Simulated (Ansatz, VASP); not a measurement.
# MoP4: VASP beside Ansatz

INCAR

```
SYSTEM = MoP4
PREC = Accurate
ENCUT = 520
EDIFF = 1E-8
ISMEAR = -1
SIGMA = 0.15
LREAL = .FALSE.
LASPH = .TRUE.
NELM = 100
ALGO = Fast
ISIF = 2
LWAVE = .FALSE.
LCHARG = .FALSE.
GGA = CA
LEFG = .TRUE.
NBANDS = 45
```

The input KPOINTS:

```
regular mesh
0
G
  8 8 8
  0 0 0
```

The input POSCAR:

```
MoP4
1.0
    2.6352697511     -5.5273830918      0.0048555130
    2.6352697511      5.5273830918      0.0048555130
   -2.0251786338      0.0000000000      5.3845186286
Mo P
2 8
Direct
    0.9416730457      0.0583269543      0.2500000000
    0.0583269543      0.9416730457      0.7500000000
    0.1832376847      0.3739932202      0.6817632952
    0.6260067798      0.8167623153      0.8182367048
    0.8167623153      0.6260067798      0.3182367048
    0.3739932202      0.1832376847      0.1817632952
    0.0566103148      0.4973718101      0.1899550103
    0.5026281899      0.9433896852      0.3100449897
    0.9433896852      0.5026281899      0.8100449897
    0.4973718101      0.0566103148      0.6899550103
```

Input for Ansatz:

```yaml
crystal:
  lattice:
    - [2.6352697511, -5.5273830918, 0.004855513]
    - [2.6352697511, 5.5273830918, 0.004855513]
    - [-2.0251786338, 0.0, 5.3845186286]
  atoms:
    - { symbol: Mo, position: [0.9416730457, 0.0583269543, 0.25] }
    - { symbol: Mo, position: [0.0583269543, 0.9416730457, 0.75] }
    - { symbol: P, position: [0.1832376847, 0.3739932202, 0.6817632952] }
    - { symbol: P, position: [0.6260067798, 0.8167623153, 0.8182367048] }
    - { symbol: P, position: [0.8167623153, 0.6260067798, 0.3182367048] }
    - { symbol: P, position: [0.3739932202, 0.1832376847, 0.1817632952] }
    - { symbol: P, position: [0.0566103148, 0.4973718101, 0.1899550103] }
    - { symbol: P, position: [0.5026281899, 0.9433896852, 0.3100449897] }
    - { symbol: P, position: [0.9433896852, 0.5026281899, 0.8100449897] }
    - { symbol: P, position: [0.4973718101, 0.0566103148, 0.6899550103] }
basis:
  ecutwfc: 420
kpoints:
  mp_grid: { grid: [8, 8, 8] }
hamiltonian:
  xc: lda
scf:
  occupations: { method: fermi_dirac, width: 0.15 }
output:
  forces: true
  stress: true
  eigenvalues: true
  efg: {}
checkpoint:
  read: start.run
  write: ck
  compress: false
  write_wavefunctions: false
  write_every: 100000
```

Alike in both runs: task electric field gradients; functional LDA; k mesh 8 × 8 × 8; occupations fermi-dirac, width 0.15 eV; no spin polarisation.

|  | VASP | Ansatz |
| --- | --- | --- |
| version | VASP 6.6.1 | Ansatz 0.2.0 |
| potentials or method | VASP PAW LDA potentials, release 64 (Mo_sv, P), cutoff 520 eV | scalar-relativistic, plane waves, PAW |
| valence electrons in the cell | 68 | 68 |

VASP gave:

```
gap on the k mesh at the Fermi level (eV)                     : none
pressure (GPa)                                                : 0.0
traceless stress, the component that is largest in VASP (GPa) : -0.06
rms of the force components (eV/Å)                            : 0.036
size of Vzz on the site where it differs most (V/Å²)          : 74.0
```

Question: Estimate Ansatz's values.

Answer: gap on the k mesh at the Fermi level (eV): none; pressure (GPa): 0.0; traceless stress, the component that is largest in VASP (GPa): 0.00; rms of the force components (eV/Å): 0.000; size of Vzz on the site where it differs most (V/Å²): 81.1.

LDA's correlation is that of Perdew and Zunger in VASP and of Perdew and Wang (1992) in Ansatz. Atom by atom the forces differ by 0.036 eV/Å (rms over components). A gap of «none» marks a metal or a gap that the smearing closes.
